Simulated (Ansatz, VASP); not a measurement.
O: VASP beside Ansatz

File INCAR:

```
PREC = Accurate ; ENCUT = 520
EDIFF = 1E-7 ; ISMEAR = 1
SIGMA = 0.02 ; LREAL = F
LASPH = T ; NELM = 150
ALGO = Normal ; ISIF = 2
LWAVE = F ; LCHARG = F
ISPIN = 2 ; MAGMOM = 1 1
LORBIT = 11 ; GGA = PE
IBRION = 2 ; NSW = 60
EDIFFG = -0.02
```

KPOINTS

```
regular mesh
0
Gamma
  1 1 1
```

POSCAR

```
O
1.0
    9.0000000000      0.0000000000      0.0000000000
    0.0000000000      9.5000000000      0.0000000000
    0.0000000000      0.0000000000     10.0000000000
O
2
Direct
    0.5000000000      0.5000000000      0.4385000000
    0.5000000000      0.5000000000      0.5615000000
```

Input for Ansatz:

```yaml
crystal:
  lattice:
    - [9.0, 0.0, 0.0]
    - [0.0, 9.5, 0.0]
    - [0.0, 0.0, 10.0]
  atoms:
    - { symbol: O, position: [0.5, 0.5, 0.4385] }
    - { symbol: O, position: [0.5, 0.5, 0.5615] }
basis:
  ecutwfc: 517.016338673772
kpoints:
  mp_grid:
    grid: [1, 1, 1]
hamiltonian:
  xc: pbe
magnetization:
  spin_polarized: true
  per_species:
    O: 1.0
scf:
  occupations:
    method: cold
    width: 0.02
relax:
  f_tol: 0.02
  max_steps: 40
output:
  stress: true
```

Alike in both runs: task relaxation of the atoms; functional PBE; k mesh 1 × 1 × 1; collinear spin.

```csv
,VASP,Ansatz
version,VASP 6.6.1,Ansatz 0.2.0
potentials or method,"VASP PAW PBE potentials, release 64 (O), cutoff 520 eV","plane waves, PAW"
occupations,"methfessel-paxton of order 1, width 0.02 eV","cold, width 0.02 eV"
valence electrons in the cell,12,12
```

Ansatz gave:

| Quantity | Value |
| --- | --- |
| net moment per atom (μB) | 1.00 |
| size of the moment on the site where the two differ most (μB) | 0.56 |

**Question.** Estimate VASP's values.

**Answer.** net moment per atom (μB): 1.00; size of the moment on the site where the two differ most (μB): 0.81.

Site moments also hang on the region over which each program counts them. Ansatz's warnings: end state compared, stress scf threshold loose.

Noted on VASP's run: the standard files for N, O and F lose accuracy on very short bonds.
